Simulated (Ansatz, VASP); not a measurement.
**Two plane-wave programs on Sb**

```
CELL_PARAMETERS angstrom
3.36540 0.00000 0.00000
-1.68270 2.91452 0.00000
0.00000 0.00000 11.18224
ATOMIC_POSITIONS crystal
Sb 0.33333 0.66667 0.37500
Sb 0.33333 0.66667 0.87500
Sb 0.66667 0.33333 0.12500
Sb 0.66667 0.33333 0.62500
```

Alike in both runs: task single point; functional PBE; k mesh 6 × 6 × 2; occupations gaussian, width 0.2 eV; no spin polarisation.

|  | VASP | Ansatz |
| --- | --- | --- |
| version | VASP 6.6.1 | Ansatz 0.2.0 |
| potentials or method | VASP PAW PBE potentials, release 64 (Sb), cutoff 520 eV | scalar-relativistic, plane waves, PAW |
| valence electrons in the cell | 20 | 60 |

Ansatz gave:

```
gap on the k mesh at the Fermi level (eV)                     : none
pressure (GPa)                                                : -0.2
traceless stress, the component that is largest in VASP (GPa) : 1.68
```

Which values does VASP return?

gap on the k mesh at the Fermi level (eV): none; pressure (GPa): -0.4; traceless stress, the component that is largest in VASP (GPa): 1.69.

A gap of «none» marks a metal or a gap that the smearing closes. VASP's potentials hold 20 valence electrons a cell and Ansatz's 60, so a difference there can come from the potentials and not from the codes.

Spin-orbit coupling is off throughout.
